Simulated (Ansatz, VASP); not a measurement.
## Ge in VASP and in Ansatz

POSCAR

```
Ge
1.0
    3.9956487021      0.0000000000      0.0000000000
   -1.9978243511      3.4603332806      0.0000000000
    0.0000000000      0.0000000000      6.6027109850
Ge
4
Direct
    0.6666666667      0.3333333333      0.0629814343
    0.3333333333      0.6666666667      0.5629814343
    0.6666666667      0.3333333333      0.4370185657
    0.3333333333      0.6666666667      0.9370185657
```

The input INCAR.step1:

```
SYSTEM = Ge
PREC = Accurate ; ENCUT = 520
ISMEAR = 0 ; SIGMA = 0.01
LREAL = .False. ; LASPH = .True.
NELM = 60 ; NBANDS = 36
GGA = PE ; ALGO = Normal
EDIFF = 1E-4 ; LWAVE = .True.
LCHARG = .False.
```

File INCAR.step2:

```
SYSTEM = Ge
PREC = Accurate ; ENCUT = 520
EDIFF = 1E-7 ; ISMEAR = 0
SIGMA = 0.01 ; LREAL = .False.
LASPH = .True. ; NELM = 60
ALGO = Normal ; ISIF = 2
LWAVE = .False. ; LCHARG = .False.
METAGGA = R2SCAN ; LMIXTAU = .True.
NBANDS = 36 ; ISTART = 1
```

The input KPOINTS:

```
Automatic mesh
0
Gamma
  12 12 6
  0 0 0
```

Input for Ansatz:

```yaml
crystal:
  lattice:
    - [3.9956487013, 0.0, 0.0]
    - [-1.9978243507, 3.4603332799, 0.0]
    - [0.0, 0.0, 6.6027109594]
  atoms:
    - { symbol: Ge, position: [0.6666666667, 0.3333333333, 0.062981434] }
    - { symbol: Ge, position: [0.3333333333, 0.6666666667, 0.562981434] }
    - { symbol: Ge, position: [0.6666666667, 0.3333333333, 0.437018566] }
    - { symbol: Ge, position: [0.3333333333, 0.6666666667, 0.937018566] }
basis:
  ecutwfc: 500
kpoints:
  mp_grid: { grid: [12, 12, 6] }
  band_path: { path: [VBM, CBM], npoints: 2 }
hamiltonian:
  xc: r2scan
scf:
  occupations: { method: gaussian, width: 0.01 }
output:
  forces: true
  stress: true
  eigenvalues: true
checkpoint:
  read: start.run
  write: ck
  compress: false
  write_wavefunctions: false
  write_every: 100000
```

Alike in both runs: task single point; functional r2SCAN; k mesh 12 × 12 × 6; occupations gaussian, width 0.01 eV; no spin polarisation.

```csv
,VASP,Ansatz
version,VASP 6.6.1,Ansatz 0.2.0
potentials or method,"VASP PAW PBE potentials, release 64 (Ge_d), cutoff 520 eV","scalar-relativistic, plane waves, PAW"
valence electrons in the cell,56,56
```

|  | VASP | Ansatz | Ansatz less VASP |
| --- | --- | --- | --- |
| gap on the k mesh at the Fermi level (eV) | 0.08 | 0.10 | +0.021 |
| least direct gap on the mesh (eV) | 0.08 | 0.10 | +0.021 |
| pressure (GPa) | 0.1 | 0.0 | -0.06 |

VASP's potentials were made for PBE, not for r2SCAN.
